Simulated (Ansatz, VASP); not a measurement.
# Two plane-wave programs on MnSi

```
Mn Si
1.0
     0.00000    2.71022    2.71022
     2.71022    0.00000    2.71022
     2.71022    2.71022    0.00000
Mn Si
1 1
Direct
  0.00000 0.00000 0.00000
  0.25000 0.25000 0.25000
```

Alike in both runs: functional PBE; k mesh 10 × 10 × 10; occupations fermi-dirac, width 0.05 eV; collinear spin.

Ansatz relaxed the structure, and its values are those at the end. VASP's run is a single point on that final structure, the one shown.

```csv
,VASP,Ansatz
version,VASP 6.6.1,Ansatz 0.2.0
potentials or method,"VASP PAW PBE potentials, release 64 (Mn_pv, Si)","PAW with Ansatz's default frozen-core files, scalar-relativistic"
plane-wave cutoff (eV),520,420
valence electrons in the cell,17,19
```

|  | VASP | Ansatz | Ansatz less VASP |
| --- | --- | --- | --- |
| pressure (GPa) | 0.1 | 0.0 | -0.02 |
| net moment per atom (μB) | 1.29 | 1.29 | 0.000 |
| size of the moment on the site where the two differ most (μB) | 2.82 | 2.68 | -0.137 |

Site moments also hang on the region over which each program counts them. VASP's potentials hold 17 valence electrons a cell and Ansatz's 19, so a difference there can come from the potentials and not from the codes.
